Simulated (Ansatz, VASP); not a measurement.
## One calculation of NiO, two programs

The input INCAR:

```
PREC = Accurate ; ENCUT = 520
EDIFF = 1E-6 ; ISMEAR = 0
SIGMA = 0.05 ; LREAL = False
LASPH = True ; NELM = 150
ALGO = Normal ; ISIF = 2
LWAVE = False ; LCHARG = False
ISPIN = 2 ; MAGMOM = 1.62 0
LORBIT = 11 ; LMAXMIX = 4
GGA = PE ; NBANDS = 19
```

KPOINTS

```
regular mesh
0
Gamma
  12 12 12
```

File POSCAR:

```
NiO
1.0
    0.0112047656      2.2409531277      2.2409531277
    2.2521578933      0.0000000000      2.2521578933
    2.2409531277      2.2409531277      0.0112047656
Ni O
1 1
Direct
    0.0000000000      0.0000000000      0.0000000000
    0.2500000000      0.2500000000      0.2500000000
```

Input for Ansatz:

```yaml
crystal:
  lattice:
    - [0.0112047656, 2.2409531277, 2.2409531277]
    - [2.2521578933, 0.0, 2.2521578933]
    - [2.2409531277, 2.2409531277, 0.0112047656]
  atoms:
    - { symbol: Ni, position: [0.0, 0.0, 0.0], spin: 1.62 }
    - { symbol: O, position: [0.25, 0.25, 0.25] }
basis:
  ecutwfc: 420
  ecutrho_ratio: 4
kpoints:
  mp_grid: { grid: [12, 12, 12] }
hamiltonian:
  xc: pbe
scf:
  occupations: { method: gaussian, width: 0.05 }
output:
  forces: true
  stress: true
  eigenvalues: true
  populations: true
magnetization:
  spin_polarized: true
```

Change from the starting cell: strain e5 = +0.01, atoms carried along.

Alike in both runs: task single point; functional PBE; k mesh 12 × 12 × 12; occupations gaussian, width 0.05 eV; collinear spin.

```csv
,VASP,Ansatz
version,VASP 6.6.1,Ansatz 0.2.0
potentials or method,"VASP PAW PBE potentials, release 64 (Ni, O), cutoff 520 eV","scalar-relativistic, plane waves, PAW"
valence electrons in the cell,16,24
```

```tsv
	VASP	Ansatz	Ansatz less VASP
gap on the k mesh at the Fermi level (eV)	none	none	-
pressure (GPa)	0.2	0.0	-0.20
traceless stress, the component that is largest in VASP (GPa)	-0.83	-0.82	+0.009
rms of the force components (eV/Å)	0.040	0.040	-0.0002
net moment per atom (μB)	0.95	0.97	+0.015
size of the moment on the site where the two differ most (μB)	1.49	1.47	-0.026
```

Site moments also hang on the region over which each program counts them. Atom by atom the forces differ by 0.000 eV/Å (rms over components). A gap of «none» marks a metal or a gap that the smearing closes. VASP's potentials hold 16 valence electrons a cell and Ansatz's 24, so a difference there can come from the potentials and not from the codes.
